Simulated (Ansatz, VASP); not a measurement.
**Two plane-wave programs on Hf**

The input INCAR:

```
PREC = Accurate ; ENCUT = 520
EDIFF = 1E-6 ; ISMEAR = -1
SIGMA = 0.05 ; LREAL = F
LASPH = T ; NELM = 80
ALGO = Normal ; ISIF = 2
LWAVE = F ; LCHARG = T
LDIPOL = T ; IDIPOL = 3
DIPOL = 0.5 0.5 0.500 ; GGA = CA
LELF = T ; LVHAR = T
LVACPOTAV = T ; NBANDS = 39
```

The input KPOINTS:

```
regular mesh
0
Gamma
  12 8 1
```

Contents of POSCAR:

```
Hf
1.0
    3.1190139511      0.0000000000      0.0000000000
    0.0000000000      4.9418267784      0.0000000000
    0.0000000000      0.0000000000     22.3027000000
Hf
6
Direct
    0.7500000000      0.7500000000      0.3587015829
    0.2500000000      0.2500000000      0.3990725595
    0.2500000000      0.7500000000      0.4798145117
    0.7500000000      0.2500000000      0.5201854883
    0.7500000000      0.7500000000      0.6009274405
    0.2500000000      0.2500000000      0.6412984171
```

Input for Ansatz:

```yaml
crystal:
  lattice:
    - [3.1190139511, 0.0, 0.0]
    - [0.0, 4.9418267784, 0.0]
    - [0.0, 0.0, 22.3027]
  atoms:
    - { symbol: Hf, position: [0.75, 0.75, 0.3587015829] }
    - { symbol: Hf, position: [0.25, 0.25, 0.3990725595] }
    - { symbol: Hf, position: [0.25, 0.75, 0.4798145117] }
    - { symbol: Hf, position: [0.75, 0.25, 0.5201854883] }
    - { symbol: Hf, position: [0.75, 0.75, 0.6009274405] }
    - { symbol: Hf, position: [0.25, 0.25, 0.6412984171] }
kpoints:
  mp_grid: { grid: [12, 8, 1] }
scf:
  occupations: { method: fermi_dirac, width: 0.05 }
hamiltonian:
  xc: lda
  pseudopotentials: { kind: paw }
output:
  forces: true
  stress: true
  eigenvalues: true
  populations: true
efield:
  axis: 3
  amplitude: 0
  dipole_correction: true
```

Alike in both runs: task single point; functional LDA; k mesh 12 × 8 × 1; occupations fermi-dirac, width 0.05 eV; no spin polarisation.

|  | VASP | Ansatz |
| --- | --- | --- |
| version | VASP 6.6.1 | Ansatz 0.2.0 |
| potentials or method | VASP PAW LDA potentials, release 64 (Hf_pv) | PAW with Ansatz's default frozen-core files, scalar-relativistic |
| plane-wave cutoff (eV) | 520 | 420 |
| valence electrons in the cell | 60 | 156 |

|  | VASP | Ansatz | Ansatz less VASP |
| --- | --- | --- | --- |
| rms of the force components (eV/Å) | 0.242 | 0.237 | -0.0049 |

LDA's correlation is that of Perdew and Zunger in VASP and of Perdew and Wang (1992) in Ansatz. Atom by atom the forces differ by 0.005 eV/Å (rms over components). VASP's potentials hold 60 valence electrons a cell and Ansatz's 156, so a difference there can come from the potentials and not from the codes.

Spin-orbit coupling is off throughout.
